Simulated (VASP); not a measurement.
Here is a VASP 6.6.1 calculation.

The input INCAR:

```
ALGO = Normal
EDIFF = 1E-6
ENCUT = 520
GGA = PE
ISIF = 2
ISMEAR = -1
ISPIN = 2
LASPH = True
LCHARG = False
LMAXMIX = 4
LORBIT = 11
LREAL = False
LWAVE = False
MAGMOM = 0 3
NBANDS = 24
NELM = 150
NUPDOWN = 3.0
PREC = Accurate
SIGMA = 0.05
```

File KPOINTS:

```
k-points
0
Gamma
  7 7 7
```

Contents of POSCAR:

```
MnHg
1.0
    3.3150000000      0.0000000000      0.0000000000
    0.0000000000      3.3150000000      0.0000000000
    0.0000000000      0.0000000000      3.3150000000
Hg Mn
1 1
Direct
    0.0000000000      0.0000000000      0.0000000000
    0.5000000000      0.5000000000      0.5000000000
```

Potentials or basis: VASP PAW PBE potentials, release 64 (Hg, Mn_pv).

Launch:

```bash
$ cat potpaw_PBE.64/Hg/POTCAR potpaw_PBE.64/Mn_pv/POTCAR > POTCAR
$ mpirun -np 1 vasp_std > vasp.out
```

Estimate the pressure.

-5.0 GPa.

Caveat: the total moment is fixed, so each spin has its own Fermi level.
